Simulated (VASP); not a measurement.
Crystal: Mg3CdS2.

```
Mg Cd S
1.0
     4.49153    0.00000    0.00000
    -2.24577    3.88978    0.00000
     0.00000    0.00000    6.83440
Mg Cd S
3 1 2
Direct
  0.81664 0.18336 0.50000
  0.81664 0.63329 0.50000
  0.36671 0.18336 0.50000
  0.00000 0.00000 0.00000
  0.00000 0.00000 0.67428
  0.00000 0.00000 0.32572
```

The cell was generated, and may not be a known phase.

| Quantity | Value |
| --- | --- |
| Program | VASP 6.6.1 |
| Task | relaxation of cell and atoms |
| Functional | PBE |
| Potentials or basis | VASP PAW PBE potentials, release 64 (Mg_sv, Cd_sv_GW, S) |
| Cutoff | 840 eV |
| k mesh | 6 × 6 × 4 |
| Occupations | gaussian, width 0.1 eV |
| Spin | no spin polarisation |

At the start: pressure 83.0 GPa; volume 19.90 Å³/atom.

Task: Where does the relaxation end?

Result: Over 21 steps the energy falls by 3711.5 meV/atom and the volume is 44.26 Å³/atom (+122.4 %); space group P-6m2 (No. 187, to 0.1 Å) before and after.

Step by step:
```tsv
step	energy change (eV)	largest force (eV/Å)	pressure (GPa)	volume (Å³)
1	0.0000	20.1279	83.03	119.40
2	-4.9486	11.0123	-5.68	400.76
3	-13.5516	11.2376	14.43	212.78
4	-11.9140	0.8805	-17.53	413.52
5	-19.8577	1.7897	-4.79	297.24
6	-20.0045	2.2298	-3.37	285.65
7	-20.0182	2.5031	-2.56	279.40
8	-21.1332	3.1996	0.99	251.94
9	-21.1735	3.6114	2.37	243.70
10	-21.8212	1.3600	2.23	241.68
11	-21.8491	1.1337	2.60	241.09
12	-22.1203	0.8503	0.25	255.82
13	-22.1337	0.8800	-0.35	260.14
14	-22.1861	0.6899	-0.18	259.85
15	-22.2528	0.0327	0.54	258.97
16	-22.2531	0.0478	0.48	259.02
17	-22.2639	0.1202	-0.02	264.04
18	-22.2641	0.1327	-0.10	264.79
19	-22.2675	0.0488	-0.04	265.11
20	-22.2684	0.0322	0.01	265.36
21	-22.2689	0.0080	-0.04	265.57
```

Final structure:
```
Mg Cd S
1.0
     5.88201    0.00000    0.00000
    -2.94100    5.09397    0.00000
     0.00000    0.00000    8.86319
Mg Cd S
3 1 2
Direct
  0.83044 0.16956 0.50000
  0.83044 0.66088 0.50000
  0.33912 0.16956 0.50000
  0.00000 0.00000 0.00000
  0.00000 0.00000 0.69761
  0.00000 0.00000 0.30239
```

Caveat: the volume moved by over 15 % at a fixed basis, so the end points are rough.
